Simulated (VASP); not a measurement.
Write the native input for VASP 6.6.1 that does the following.

```
Task                   : relaxation of cell and atoms
Functional             : PBE
Potentials or basis    : VASP PAW PBE potentials, release 64 (K_sv, I)
Cutoff                 : 600 eV
k mesh                 : 6 × 6 × 6
Occupations            : gaussian, width 0.02 eV
Spin                   : no spin polarisation
Dipole correction      : no
Further INCAR settings : ALGO = Normal; EDIFF = 1e-07; IBRION = 2; EDIFFG = -0.01; NSW = 100; ISIF = 3
```

The structure of KI lies in POSCAR:

```
KI
1.0
    4.6436703514      0.0000000000      0.0000000000
   -2.3218351757      4.0215364912      0.0000000000
    0.0000000000      0.0000000000      4.5291973523
K I
1 1
Direct
    0.0000000000      0.0000000000      0.0000000000
    0.6666666667      0.3333333333      0.5000000000
```

These files were run (other wordings do the same):

INCAR

```
SYSTEM = KI
ALGO = Normal
EDIFF = 1E-7
EDIFFG = -0.01
ENCUT = 600
GGA = PE
IBRION = 2
ISIF = 3
ISMEAR = 0
LASPH = .True.
LCHARG = .False.
LREAL = .False.
LWAVE = .False.
NELM = 100
NSW = 100
PREC = Accurate
SIGMA = 0.02
```

KPOINTS

```
k-points
0
Gamma
  6 6 6
  0 0 0
```

Potentials or basis: VASP PAW PBE potentials, release 64 (K_sv, I).

Launch:

```bash
$ cat potpaw_PBE.64/K_sv/POTCAR potpaw_PBE.64/I/POTCAR > POTCAR
$ mpirun -np 1 vasp_std > vasp.out
```

Results of the run:

```
Relaxed volume                         : 46.79 Å³/atom
Relaxed cell                           : a = 4.897 Å, b = 4.897 Å, c = 4.505 Å, α = 90.00°, β = 90.00°, γ = 120.00°
Space group after relaxing (to 0.05 Å) : P-6m2 (No. 187)
Energy gained by relaxing              : 19.0 meV/atom
Ionic steps                            : 8
Pressure after relaxing                : 0.0 GPa
Band gap on the k mesh                 : 3.62 eV, indirect (least direct gap 3.63 eV)
```

Caveat: spin-orbit coupling is left out, which moves the levels of the heavy elements.

Run time: 3.5 min on 1 thread of Intel(R) Xeon(R) Platinum 8375C CPU @ 2.90GHz (Ice Lake) (shared host), peak memory 0.26 GiB.
